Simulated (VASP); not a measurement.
# CaSiH6 (R-3) in VASP: further runs, part 2 of 2

VASP 6.6.1. Earlier steps stand in the parts before.

**3. Single point, r2SCAN+rVV10**

This run uses another cell than the first one, of 9.13 Å³/atom.

POSCAR reads:

```
CaSiH6
1.0
    2.2485954898      1.2982272098      4.1681933659
   -2.2485954898      1.2982272098      4.1681933659
    0.0000000000     -2.5964544242      4.1681933644
Ca Si H
1 1 6
Direct
    0.5000000000      0.5000000000      0.5000000000
    0.0000000000      0.0000000000      0.0000000000
    0.6063659404      1.0107156254      0.1638444136
    1.0107156254      0.1638444136      0.6063659404
    0.8361555864      0.3936340596     -0.0107156254
   -0.0107156254      0.8361555864      0.3936340596
    0.3936340596     -0.0107156254      0.8361555864
    0.1638444136      0.6063659404      1.0107156254
```

INCAR.step1 reads:

```
PREC = Accurate
ENCUT = 520
ISMEAR = -1
SIGMA = 0.03
LREAL = F
LASPH = T
NELM = 60
NBANDS = 20
GGA = PE
ALGO = Normal
EDIFF = 1E-4
LWAVE = T
LCHARG = F
```

INCAR.step2 reads:

```
PREC = Accurate
ENCUT = 520
EDIFF = 1E-6
ISMEAR = -1
SIGMA = 0.03
LREAL = F
LASPH = T
NELM = 60
ALGO = Normal
ISIF = 2
LWAVE = F
LCHARG = T
METAGGA = R2SCAN
LMIXTAU = T
LUSE_VDW = T
IVDW_NL = 2
BPARAM = 11.95
CPARAM = 0.0093
LELF = T
LVHAR = T
NBANDS = 20
ISTART = 1
```

KPOINTS reads:

```
regular mesh
0
Gamma
  6 6 6
```

Potentials or basis: VASP PAW PBE potentials, release 64 (Ca_sv, Si, H).

The run is started by

```
cat potpaw_PBE.64/Ca_sv/POTCAR potpaw_PBE.64/Si/POTCAR potpaw_PBE.64/H/POTCAR > POTCAR
cp INCAR.step1 INCAR
mpirun -np 1 vasp_std > vasp.out
cp INCAR.step2 INCAR
mpirun -np 1 vasp_std > vasp.out
```

OUTCAR:

```text
PREC = Accurate
   ENCUT = 520
   EDIFF = 1E-6
   ISMEAR = -1
   LREAL = F
   LASPH = T
   NELM = 60
   ISIF = 2
   METAGGA = R2SCAN
   IVDW_NL = 2
   BPARAM = 11.95
   ISTART = 1

 ion  position               nearest neighbor table
   1  0.500  0.500  0.500-
   2  0.000  0.000  0.000-   4 1.58   6 1.58   5 1.58   8 1.58   7 1.58   3 1.58
   3  0.606  0.011  0.164-   2 1.58
   4  0.011  0.164  0.606-   2 1.58
   5  0.836  0.394  0.989-   2 1.58
   6  0.989  0.836  0.394-   2 1.58
   7  0.394  0.989  0.836-   2 1.58
   8  0.164  0.606  0.011-   2 1.58

  LATTYP: Found a trigonal (rhomboedric) cell.
 ALAT       =     4.9107444955
 COS(alpha) =     0.5806680158

  Lattice vectors:

 A1 = (   2.2485954898,   1.2982272098,   4.1681933659)
 A2 = (  -2.2485954898,   1.2982272098,   4.1681933659)
 A3 = (   0.0000000000,  -2.5964544242,   4.1681933644)

Analysis of symmetry for initial positions (statically):
=====================================================================
 Subroutine PRICEL returns:
 Original cell was already a primitive cell.

 Routine SETGRP: Setting up the symmetry group for a
 trigonal (rhombohedral) supercell.

 Subroutine GETGRP returns: Found  6 space group operations
 (whereof  6 operations were pure point group operations)
 out of a pool of 12 trial point group operations.

The static configuration has the point symmetry S_6 .

Analysis of symmetry for dynamics (positions and initial velocities):
=====================================================================
 Subroutine PRICEL returns:
 Original cell was already a primitive cell.

 Routine SETGRP: Setting up the symmetry group for a
 trigonal (rhombohedral) supercell.

 Subroutine GETGRP returns: Found  6 space group operations
 (whereof  6 operations were pure point group operations)
 out of a pool of 12 trial point group operations.

The dynamic configuration has the point symmetry S_6 .

 Subroutine INISYM returns: Found  6 space group operations
 (whereof  6 operations are pure point group operations),
 and found     1 'primitive' translations

----------------------------------------------------------------------------------------

                                     Primitive cell

  volume of cell :      73.0064

  direct lattice vectors                    reciprocal lattice vectors
     2.248595490  1.298227210  4.168193366     0.222361026  0.128380198  0.079970698
    -2.248595490  1.298227210  4.168193366    -0.222361026  0.128380198  0.079970698
     0.000000000 -2.596454424  4.168193364     0.000000000 -0.256760396  0.079970698

  length of vectors
     4.910744496  4.910744496  4.910744495     0.268926038  0.268926038  0.268926038

  position of ions in fractional coordinates (direct lattice)
     0.500000000  0.500000000  0.500000000
     0.000000000  0.000000000  0.000000000
     0.606365940  0.010715625  0.163844414
     0.010715625  0.163844414  0.606365940
     0.836155586  0.393634060  0.989284375
     0.989284375  0.836155586  0.393634060
     0.393634060  0.989284375  0.836155586
[... 42 lines left out ...]
  0.166667 -0.000000  0.000000      6.000000
  0.333333 -0.000000 -0.000000      6.000000
  0.500000  0.000000  0.000000      3.000000
  0.166667  0.166667  0.000000      6.000000
  0.333333  0.166667  0.000000      6.000000
[... 16 lines left out ...]
  0.333333  0.333333  0.166667      6.000000
  0.500000  0.333333  0.166667      6.000000
 [... further k-points ...]
   k-points           NKPTS =     40   k-points in BZ     NKDIM =     40   number of bands    NBANDS=     20
   number of dos      NEDOS =    301   number of ions     NIONS =      8
   total plane-waves  NPLWV =  64000
   dimension x,y,z NGX =    40 NGY =   40 NGZ =   40
   dimension x,y,z NGXF=    80 NGYF=   80 NGZF=   80
   ions per type =               1   1   6
   NGX,Y,Z   is equivalent  to a cutoff of  13.54, 13.54, 13.54 a.u.
   NGXF,Y,Z  is equivalent  to a cutoff of  27.08, 27.08, 27.08 a.u.
 SYSTEM =  unknown system
   PREC   = accura    normal or accurate (medium, high low for compatibility)
   ISTART =      1    job   : 0-new  1-cont  2-samecut
   ICHARG =      0    charge: 1-file 2-atom 10-const
   ISPIN  =      1    spin polarized calculation?
   LNONCOLLINEAR =      F non collinear calculations
   LSORBIT =      F    spin-orbit coupling
   LASPH  =      T    aspherical Exc in radial PAW
   ENCUT  =  520.0 eV  38.22 Ry    6.18 a.u.   9.13  9.13  9.13*2*pi/ulx,y,z
   NELM   =     60;   NELMIN=  2; NELMDL=  0     # of ELM steps
   EDIFF  = 0.1E-05   stopping-criterion for ELM
   LREAL  =      F    real-space projection
   EDIFFG = 0.1E-04   stopping-criterion for IOM
   NSW    =      0    number of steps for IOM
   IBRION =     -1    ionic relax: 0-MD 1-quasi-New 2-CG
   NFREE  =      0    steps in history (QN), initial steepest desc. (CG)
   ISIF   =      2    stress and relaxation
   ISYM   =      2    0-nonsym 1-usesym 2-fastsym
   POTIM  = 0.5000    time-step for ionic-motion
   TEBEG  =    0.0;   TEEND  =   0.0 temperature during run
   PSTRESS=    0.0 pullay stress
   NELECT =      20.0000    total number of electrons
   NUPDOWN=      -1.0000    fix difference up-down
   EMIN   =  10.00;   EMAX   =-10.00  energy-range for DOS
   EFERMI =   0.00;   METHOD = LEGACY
   ISMEAR =    -1;   SIGMA  =   0.03  broadening in eV -4-tet -1-fermi 0-gaus
   EFERMI_NEDOS =   21; number of points for ismear=-14 and -15
   IALGO  =     38    algorithm
   IMIX   =      4    mixing-type and parameters
     AMIX     =   0.40;   BMIX     =  1.00
     AMIX_MAG =   1.60;   BMIX_MAG =  1.00
  volume/ion in A,a.u.               =       9.13        61.58
  Fermi-wavevector in a.u.,A,eV,Ry     =   1.063240  2.009231 15.381091  1.130478
  Thomas-Fermi vector in A             =   2.198718
   LORBIT       =      0    0 simple, 1 ext, 2 COOP (PROOUT), +10 PAW based schemes
   METAGGA = R2SCAN    functional components
   LHFCALC =     F    Hartree Fock is set to
   AEXX    =    0.0000 exact exchange contribution
   IVDW_NL    =     2    kernel type
   BPARAM     =11.9500
   IVDW    =     0    specifies the selected vdW correction
   LEPSILON=     F    determine dielectric tensor
   LRPA    =     F    only Hartree local field effects (RPA)
 non-spin polarized calculation
  energy-cutoff  :      520.00
  volume of cell :       73.01
 maximum number of plane-waves:      1996
 NGX is ok and might be reduce to    40
   NGX = 19   NGY = 19   NGZ = 19

 number of electron      20.0000000 magnetization

 Free energy of the ion-electron system (eV)
  ---------------------------------------------------
  ext. energy  EPLUGINS =         0.00000000
  ---------------------------------------------------
  free energy    TOTEN  =       -37.53810489 eV

  energy without entropy =      -37.53810489  energy(sigma->0) =      -37.53810489

 E-fermi :   2.2326     XC(G=0):  -9.3745

 val. band max:        1.5432957490   @ k =   0.5000   0.5000   0.5000
 cond. band min:       3.7284731776   @ k =   0.0000   0.0000   0.0000
 fundamental gap:      2.1851774285
 Fermi energy:         2.2326303762

 k-point     1 :       0.0000    0.0000    0.0000
  band No.  band energies     occupation
      1     -40.2687      2.00000
      2     -20.4448      2.00000
      3     -20.3764      2.00000
      4     -20.3764      2.00000
      5      -8.9082      2.00000
      6      -2.4450      2.00000
[... 541 lines left out ...]
     19      10.5932      0.00000
     20      11.5406      0.00000

 [... further k-points ...]

------------------------ aborting loop because EDIFF is reached ----------------------------------------

  FORCE on cell =-STRESS in cart. coord.  units (eV):
  Direction    XX          YY          ZZ          XY          YZ          ZX
  --------------------------------------------------------------------------------------
  -------------------------------------------------------------------------------------
  Total       -0.0338569     -0.0338569     -0.0543262      0.0000011      0.0000000     -0.0000000
  in kB       -0.7430124     -0.7430124     -1.1922255      0.0000251      0.0000000     -0.0000000
  external PRESSURE =      -0.8927501 kB  Pullay stress =       0.0000000 kB

 VOLUME and BASIS-vectors are now :
 -----------------------------------------------------------------------------
  energy-cutoff  :      520.00
  volume of cell :       73.01
      direct lattice vectors                 reciprocal lattice vectors
     2.248595490  1.298227210  4.168193366     0.222361026  0.128380198  0.079970698
    -2.248595490  1.298227210  4.168193366    -0.222361026  0.128380198  0.079970698
     0.000000000 -2.596454424  4.168193364     0.000000000 -0.256760396  0.079970698

 POSITION                                       TOTAL-FORCE (eV/Angst)
 -----------------------------------------------------------------------------------
      0.00000     -0.00000      6.25229         0.000000     -0.000000     -0.000000
      0.00000      0.00000      0.00000         0.000000     -0.000000     -0.000000
      1.33938      0.37570      3.25505         0.000838      0.015873      0.012819
     -0.34432     -1.34778      3.25505         0.013327     -0.008662      0.012819
      0.99505     -0.97209      9.24953         0.014165      0.007211     -0.012819
      0.34432      1.34778      9.24953        -0.013327      0.008662     -0.012819
     -1.33938     -0.37570      9.24953        -0.000838     -0.015873     -0.012819
     -0.99505      0.97209      3.25505        -0.014165     -0.007211      0.012819
 -----------------------------------------------------------------------------------
    total drift:                               -0.000000      0.000000      0.000000

  FREE ENERGIE OF THE ION-ELECTRON SYSTEM (eV)
  ---------------------------------------------------
  free  energy   TOTEN  =       -37.5381048924 eV

  energy  without entropy=      -37.5381048924  energy(sigma->0) =      -37.53810489
```

It took 7.6 min on 1 thread of Oxide Virtual Turin-like, shared host; peak memory 0.48 GiB.

Results:

* Free energy: -37.5381 eV
* Pressure: -0.1 GPa
* Largest force: 0.020 eV/Å
* Band gap on the k mesh: 2.19 eV (least direct gap 3.74 eV)

Forces on the atoms (eV/Å):
```
Ca   0.000  0.000  0.000
Si   0.000  0.000  0.000
H    0.001  0.016  0.013
H    0.013 -0.009  0.013
H    0.014  0.007 -0.013
H   -0.013  0.009 -0.013
H   -0.001 -0.016 -0.013
H   -0.014 -0.007  0.013
```

Levels at points of the mesh, in eV from the valence-band top:
```csv
k point,band 8,band 9,band 10,band 11,band 12,band 13
"(0.00, 0.00, 0.00)",-3.15,-1.59,-1.59,2.19,3.72,3.90
"(0.50, 0.00, 0.00)",-3.85,-1.73,-0.75,3.81,5.19,5.23
"(0.50, 0.50, 0.00)",-4.09,-2.66,-0.41,3.57,4.87,5.51
"(0.50, 0.50, 0.50)",-3.96,0.00,0.00,3.74,4.46,4.46
```

Caveat: the PAW data sets were made with another functional, which shifts forces and pressure a little. A k mesh can miss the band edges.
